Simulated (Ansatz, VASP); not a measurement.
PbSe: VASP beside Ansatz

```
CELL_PARAMETERS angstrom
0.00000 3.07039 3.07039
3.07039 0.00000 3.07039
3.07039 3.07039 0.00000
ATOMIC_POSITIONS crystal
Pb 0.00000 0.00000 0.00000
Se 0.50000 0.50000 0.50000
```

Alike in both runs: functional r2SCAN; dispersion rVV10; k mesh 10 × 10 × 10; occupations gaussian, width 0.02 eV; no spin polarisation.

Ansatz relaxed the structure, and its values are those at the end. VASP's run is a single point on that final structure, the one shown.

|  | VASP | Ansatz |
| --- | --- | --- |
| version | VASP 6.6.1 | Ansatz 0.2.0 |
| potentials or method | VASP PAW PBE potentials, release 64 (Pb_d, Se), cutoff 550 eV | scalar-relativistic, plane waves, PAW |
| valence electrons in the cell | 20 | 30 |

Ansatz gave:

```
gap on the k mesh at the Fermi level (eV) : 0.57
least direct gap on the mesh (eV)         : 0.57
pressure (GPa)                            : 0.0
```

Q: Which values does VASP return?

A: gap on the k mesh at the Fermi level (eV): 0.57; least direct gap on the mesh (eV): 0.57; pressure (GPa): 0.2.

VASP's potentials were made for PBE, not for r2SCAN. VASP's potentials hold 20 valence electrons a cell and Ansatz's 30, so a difference there can come from the potentials and not from the codes.

Spin-orbit coupling is off throughout.
